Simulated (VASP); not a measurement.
# ZnCu (Pm-3m) in VASP: further runs, part 2 of 2

VASP 6.6.1.

### 4 Single point, PBE (13.95 Å³/atom)

This run uses another cell than the first one, of 13.95 Å³/atom.

The input, INCAR:

```
PREC     = Accurate       # precision mode
ENCUT    = 520            # plane-wave cutoff, eV
EDIFF    = 1E-7           # SCF threshold, eV
ISMEAR   = 0              # smearing method
SIGMA    = 0.05           # smearing width, eV
LREAL    = F              # projectors in reciprocal space
LASPH    = T              # aspherical terms in the spheres
NELM     = 80             # most SCF steps
ALGO     = Fast           # electronic algorithm
ISIF     = 2              # what is computed and relaxed
LWAVE    = F              # write WAVECAR
LCHARG   = F              # write CHGCAR
GGA      = PE             # functional
NBANDS   = 18             # bands
```

The input, KPOINTS:

```
regular mesh
0
Gamma
  12 12 12
```

The input, POSCAR:

```
ZnCu
1.0
    3.0328601795      0.0000000000      0.0000000000
    0.0000000000      3.0328601795      0.0000000000
    0.0000000000      0.0000000000      3.0328601795
Zn Cu
1 1
Direct
    0.5000000000      0.5000000000      0.5000000000
    0.0000000000      0.0000000000      0.0000000000
```

Potentials or basis: VASP PAW PBE potentials, release 64 (Zn, Cu).

Launch:

```
$ cat potpaw_PBE.64/Zn/POTCAR potpaw_PBE.64/Cu/POTCAR > POTCAR
$ mpirun -np 1 vasp_std > vasp.out
```

OUTCAR:

```text
PREC = Accurate
   ENCUT = 520
   EDIFF = 1E-7
   ISMEAR = 0
   LREAL = F
   LASPH = T
   NELM = 80
   ISIF = 2
   GGA = PE

 ion  position               nearest neighbor table
   1  0.500  0.500  0.500-   2 2.63   2 2.63   2 2.63   2 2.63   2 2.63   2 2.63   2 2.63   2 2.63

   2  0.000  0.000  0.000-   1 2.63   1 2.63   1 2.63   1 2.63   1 2.63   1 2.63   1 2.63   1 2.63

  LATTYP: Found a simple cubic cell.
 ALAT       =     3.0328601795

  Lattice vectors:

 A1 = (   3.0328601795,   0.0000000000,   0.0000000000)
 A2 = (   0.0000000000,   3.0328601795,   0.0000000000)
 A3 = (   0.0000000000,   0.0000000000,   3.0328601795)

Analysis of symmetry for initial positions (statically):
=====================================================================
 Subroutine PRICEL returns:
 Original cell was already a primitive cell.

 Routine SETGRP: Setting up the symmetry group for a
 simple cubic supercell.

 Subroutine GETGRP returns: Found 48 space group operations
 (whereof 48 operations were pure point group operations)
 out of a pool of 48 trial point group operations.

The static configuration has the point symmetry O_h .

Analysis of symmetry for dynamics (positions and initial velocities):
=====================================================================
 Subroutine PRICEL returns:
 Original cell was already a primitive cell.

 Routine SETGRP: Setting up the symmetry group for a
 simple cubic supercell.

 Subroutine GETGRP returns: Found 48 space group operations
 (whereof 48 operations were pure point group operations)
 out of a pool of 48 trial point group operations.

The dynamic configuration has the point symmetry O_h .

 Subroutine INISYM returns: Found 48 space group operations
 (whereof 48 operations are pure point group operations),
 and found     1 'primitive' translations

----------------------------------------------------------------------------------------

[... 106 lines left out ...]
   EFERMI =   0.00;   METHOD = LEGACY
   ISMEAR =     0;   SIGMA  =   0.05  broadening in eV -4-tet -1-fermi 0-gaus
   EFERMI_NEDOS =   21; number of points for ismear=-14 and -15
   IALGO  =     68    algorithm
   IMIX   =      4    mixing-type and parameters
     AMIX     =   0.40;   BMIX     =  1.00
     AMIX_MAG =   1.60;   BMIX_MAG =  1.00
  volume/ion in A,a.u.               =      13.95        94.13
  Fermi-wavevector in a.u.,A,eV,Ry     =   1.535082  2.900885 32.061833  2.356478
  Thomas-Fermi vector in A             =   2.641921
   LORBIT       =      0    0 simple, 1 ext, 2 COOP (PROOUT), +10 PAW based schemes
   GGA     = PE    functional components
   LHFCALC =     F    Hartree Fock is set to
   AEXX    =    0.0000 exact exchange contribution
   IVDW    =     0    specifies the selected vdW correction
   LEPSILON=     F    determine dielectric tensor
   LRPA    =     F    only Hartree local field effects (RPA)
 non-spin polarized calculation
 RMM-DIIS sequential band-by-band and
 Gauss-broadening in eV      SIGMA  =   0.05
  energy-cutoff  :      520.00
  volume of cell :       27.90
 maximum number of plane-waves:       768
 NGX is ok and might be reduce to    24
   NGX = 11   NGY = 11   NGZ = 11

 number of electron      23.0000012 magnetization

 Free energy of the ion-electron system (eV)
  ---------------------------------------------------
  ext. energy  EPLUGINS =         0.00000000
  ---------------------------------------------------
  free energy    TOTEN  =        -4.97680818 eV

  energy without entropy =       -4.97589999  energy(sigma->0) =       -4.97635408

 E-fermi :   4.6257     XC(G=0): -11.9161

 val. band max:        4.6012713529   @ k =   0.5000   0.4167   0.2500
 cond. band min:       4.7902537327   @ k =   0.3333   0.2500   0.0000
 fundamental gap:      0.1889823798
 Fermi energy:         4.6256898362

 k-point     1 :       0.0000    0.0000    0.0000
  band No.  band energies     occupation
      1      -4.9402      2.00000
      2      -2.8446      2.00000
      3      -2.8446      2.00000
      4      -2.2809      2.00000
      5      -2.2809      2.00000
      6      -2.2809      2.00000
[... 481 lines left out ...]
      5      -2.2218      2.00000
      6      -0.3012      2.00000
[... 10 lines left out ...]
     17      19.0547      0.00000
     18      19.9322      0.00000

 [... further k-points ...]
[... 5 lines left out ...]
  --------------------------------------------------------------------------------------
  -------------------------------------------------------------------------------------
  Total       -1.0565886     -1.0565886     -1.0565886      0.0000000      0.0000000      0.0000000
  in kB      -60.6819258    -60.6819258    -60.6819258      0.0000000      0.0000000      0.0000000
  external PRESSURE =     -60.6819258 kB  Pullay stress =       0.0000000 kB

 VOLUME and BASIS-vectors are now :
 -----------------------------------------------------------------------------
  energy-cutoff  :      520.00
  volume of cell :       27.90
      direct lattice vectors                 reciprocal lattice vectors
     3.032860180  0.000000000  0.000000000     0.329721761  0.000000000  0.000000000
     0.000000000  3.032860180  0.000000000     0.000000000  0.329721761  0.000000000
     0.000000000  0.000000000  3.032860180     0.000000000  0.000000000  0.329721761

 POSITION                                       TOTAL-FORCE (eV/Angst)
 -----------------------------------------------------------------------------------
      1.51643      1.51643      1.51643         0.000000      0.000000      0.000000
      0.00000      0.00000      0.00000         0.000000      0.000000      0.000000
 -----------------------------------------------------------------------------------
    total drift:                                0.000000      0.000000     -0.000000

  FREE ENERGIE OF THE ION-ELECTRON SYSTEM (eV)
  ---------------------------------------------------
  free  energy   TOTEN  =        -4.9768081796 eV

  energy  without entropy=       -4.9758999856  energy(sigma->0) =       -4.97635408
```

OSZICAR:

```text
N       E                     dE             d eps       ncg     rms          rms(c)
DAV:   1     0.118196785458E+03    0.11820E+03   -0.11394E+04  3168   0.208E+03
DAV:   2    -0.926595133365E+00   -0.11912E+03   -0.11427E+03  3046   0.299E+02
DAV:   3    -0.592620819622E+01   -0.49996E+01   -0.49581E+01  3398   0.766E+01
DAV:   4    -0.596804368881E+01   -0.41835E-01   -0.41821E-01  3488   0.653E+00
DAV:   5    -0.596860918616E+01   -0.56550E-03   -0.56548E-03  3412   0.780E-01    0.889E+00
RMM:   6    -0.595928342500E+01    0.93258E-02   -0.89213E+00  3466   0.461E+01    0.675E+00
RMM:   7    -0.498161502215E+01    0.97767E+00   -0.23079E+00  3394   0.233E+01    0.204E+00
RMM:   8    -0.498092803357E+01    0.68699E-03   -0.26783E-02  3478   0.265E+00    0.942E-01
RMM:   9    -0.497764966340E+01    0.32784E-02   -0.10755E-02  3487   0.164E+00    0.260E-01
RMM:  10    -0.497670573112E+01    0.94393E-03   -0.52840E-03  3574   0.954E-01    0.708E-02
RMM:  11    -0.497677869844E+01   -0.72967E-04   -0.89541E-04  3901   0.391E-01    0.270E-02
RMM:  12    -0.497681738801E+01   -0.38690E-04   -0.34557E-04  3690   0.207E-01    0.417E-02
RMM:  13    -0.497680513991E+01    0.12248E-04   -0.15241E-04  3788   0.183E-01    0.160E-02
RMM:  14    -0.497680721187E+01   -0.20720E-05   -0.53796E-05  3954   0.587E-02    0.354E-03
RMM:  15    -0.497680804123E+01   -0.82936E-06   -0.90588E-06  3685   0.265E-02    0.147E-03
RMM:  16    -0.497680870925E+01   -0.66802E-06   -0.22237E-06  3208   0.171E-02    0.598E-03
RMM:  17    -0.497680816252E+01    0.54672E-06   -0.11571E-06  3208   0.164E-02    0.691E-04
RMM:  18    -0.497680817957E+01   -0.17043E-07   -0.25572E-07  2780   0.437E-03
   1 F= -.49768082E+01 E0= -.49763541E+01  d E =-.908194E-03
```

stdout:

```text
POSCAR found type information on POSCAR ZnCu
 POSCAR found :  2 types and       2 ions
 scaLAPACK will be used
 LDA part: xc-table for (Slater+PW92), standard interpolation
 POSCAR, INCAR and KPOINTS ok, starting setup
 FFT: planning ... GRIDC
 FFT: planning ... GRID_SOFT
 FFT: planning ... GRID
 WAVECAR not read
 entering main loop
```

It took 23 s on 1 thread of Intel Xeon Platinum 8375C at 2.90GHz (Ice Lake), shared host; peak memory 0.16 GiB.

Results:

```yaml
Free_energy: -4.9768 eV
Pressure: -6.1 GPa
Band_gap_on_the_k_mesh: zero (an odd number of electrons rules out a gap without spin polarisation)
```

Caveat: the cell stands under tension.

### 5 Single point, PBE (14.34 Å³/atom)

This run uses another cell than the first one, of 14.34 Å³/atom.

The input, INCAR:

```
SYSTEM = ZnCu
PREC     = Accurate       ! precision mode
ENCUT    = 520            ! plane-wave cutoff, eV
EDIFF    = 1E-6           ! SCF threshold, eV
ISMEAR   = 0              ! smearing method
SIGMA    = 0.05           ! smearing width, eV
LREAL    = .FALSE.        ! projectors in reciprocal space
LASPH    = .TRUE.         ! aspherical terms in the spheres
NELM     = 80             ! most SCF steps
ALGO     = Normal         ! electronic algorithm
ISIF     = 2              ! what is computed and relaxed
LWAVE    = .FALSE.        ! write WAVECAR
LCHARG   = .TRUE.         ! write CHGCAR
GGA      = PE             ! functional
LELF     = .TRUE.         ! ELF
LVHAR    = .TRUE.       
NBANDS   = 18             ! bands
```

The input, KPOINTS:

```
regular mesh
0
G
  12 12 12
  0 0 0
```

The input, POSCAR:

```
ZnCu
1.0
    3.0609438161      0.0000000000      0.0000000000
    0.0000000000      3.0609438161      0.0000000000
    0.0000000000      0.0000000000      3.0609438161
Zn Cu
1 1
Direct
    0.5000000000      0.5000000000      0.5000000000
    0.0000000000      0.0000000000      0.0000000000
```

Potentials or basis: VASP PAW PBE potentials, release 64 (Zn, Cu).

Launch:

```
$ cat potpaw_PBE.64/Zn/POTCAR potpaw_PBE.64/Cu/POTCAR > POTCAR
$ mpirun -np 1 vasp_std > vasp.out
```

OUTCAR:

```text
SYSTEM = ZnCu
   PREC = Accurate
   ENCUT = 520
   EDIFF = 1E-6
   ISMEAR = 0
   LREAL = .FALSE.
   LASPH = .TRUE.
   NELM = 80
   ISIF = 2
   GGA = PE

 ion  position               nearest neighbor table
   1  0.500  0.500  0.500-   2 2.65   2 2.65   2 2.65   2 2.65   2 2.65   2 2.65   2 2.65   2 2.65

   2  0.000  0.000  0.000-   1 2.65   1 2.65   1 2.65   1 2.65   1 2.65   1 2.65   1 2.65   1 2.65

  LATTYP: Found a simple cubic cell.
 ALAT       =     3.0609438161

  Lattice vectors:

 A1 = (   3.0609438161,   0.0000000000,   0.0000000000)
 A2 = (   0.0000000000,   3.0609438161,   0.0000000000)
 A3 = (   0.0000000000,   0.0000000000,   3.0609438161)

Analysis of symmetry for initial positions (statically):
=====================================================================
 Subroutine PRICEL returns:
 Original cell was already a primitive cell.

 Routine SETGRP: Setting up the symmetry group for a
 simple cubic supercell.

 Subroutine GETGRP returns: Found 48 space group operations
 (whereof 48 operations were pure point group operations)
 out of a pool of 48 trial point group operations.

[... 157 lines left out ...]
  ext. energy  EPLUGINS =         0.00000000
  ---------------------------------------------------
  free energy    TOTEN  =        -4.94209241 eV

  energy without entropy =       -4.94120412  energy(sigma->0) =       -4.94164827

 E-fermi :   4.3906     XC(G=0): -11.7673

 val. band max:        4.3655607562   @ k =   0.5000   0.4167   0.2500
 cond. band min:       4.5484520996   @ k =   0.3333   0.2500   0.0000
 fundamental gap:      0.1828913434
 Fermi energy:         4.3905627564

 k-point     1 :       0.0000    0.0000    0.0000
  band No.  band energies     occupation
      1      -4.9796      2.00000
      2      -3.0103      2.00000
      3      -3.0103      2.00000
      4      -2.4829      2.00000
      5      -2.4829      2.00000
      6      -2.4829      2.00000
[... 481 lines left out ...]
      5      -2.4255      2.00000
      6      -0.4479      2.00000
[... 10 lines left out ...]
     17      18.5304      0.00000
     18      19.4548      0.00000

 [... further k-points ...]
[... 5 lines left out ...]
  --------------------------------------------------------------------------------------
  -------------------------------------------------------------------------------------
  Total       -1.4561244     -1.4561244     -1.4561244      0.0000000      0.0000000      0.0000000
  in kB      -81.3472703    -81.3472703    -81.3472703      0.0000000      0.0000000      0.0000000
  external PRESSURE =     -81.3472703 kB  Pullay stress =       0.0000000 kB

 VOLUME and BASIS-vectors are now :
 -----------------------------------------------------------------------------
  energy-cutoff  :      520.00
  volume of cell :       28.68
      direct lattice vectors                 reciprocal lattice vectors
     3.060943816  0.000000000  0.000000000     0.326696620  0.000000000  0.000000000
     0.000000000  3.060943816  0.000000000     0.000000000  0.326696620  0.000000000
     0.000000000  0.000000000  3.060943816     0.000000000  0.000000000  0.326696620

 POSITION                                       TOTAL-FORCE (eV/Angst)
 -----------------------------------------------------------------------------------
      1.53047      1.53047      1.53047         0.000000      0.000000      0.000000
      0.00000      0.00000      0.00000         0.000000      0.000000      0.000000
 -----------------------------------------------------------------------------------
    total drift:                                0.000000      0.000000     -0.000000

  FREE ENERGIE OF THE ION-ELECTRON SYSTEM (eV)
  ---------------------------------------------------
  free  energy   TOTEN  =        -4.9420924128 eV

  energy  without entropy=       -4.9412041238  energy(sigma->0) =       -4.94164827
```

It took 18 s on 1 thread of Intel Xeon Platinum 8375C at 2.90GHz (Ice Lake), shared host; peak memory 0.17 GiB.

Results:

```yaml
Free_energy: -4.9421 eV
Pressure: -8.1 GPa
Band_gap_on_the_k_mesh: zero (an odd number of electrons rules out a gap without spin polarisation)
```

Levels at points of the mesh, in eV from the Fermi level:
```csv
k point,band 8,band 9,band 10,band 11,band 12,band 13,band 14,band 15,band 16,band 17
"(0.00, 0.00, 0.00)",-3.15,-2.43,-2.43,-2.43,5.94,5.94,5.94,10.63,10.66,10.66
"(0.50, 0.00, 0.00)",-3.20,-2.87,-2.87,-2.48,-1.80,10.85,10.85,11.52,11.52,12.84
"(0.50, 0.50, 0.00)",-2.57,-2.57,-2.22,-1.43,-1.43,1.38,1.79,12.84,14.61,14.69
"(0.50, 0.50, 0.50)",-3.71,-2.20,-2.20,3.16,4.20,4.20,4.20,4.28,4.28,4.28
```

Caveat: the cell stands under tension.

### 6 The runs side by side

```tsv
cell	gap on the mesh (eV)	pressure (GPa)
a = 2.985 Å, 2 atoms	none	-1.3
a = 3.004 Å, 2 atoms	none	-3.1
a = 3.033 Å, 2 atoms	none	-6.1
a = 3.061 Å, 2 atoms	none	-8.1
```

Alike in all rows: task single point; level PBE; potentials or basis VASP PAW PBE potentials, release 64 (Zn, Cu); no spin polarisation; k mesh 12 × 12 × 12; cutoff (eV) 520; smearing gaussian 0.05 eV.

Caveats: the cell stands under tension (at least some runs).

Absolute energies hang on the potentials; compare differences alone.
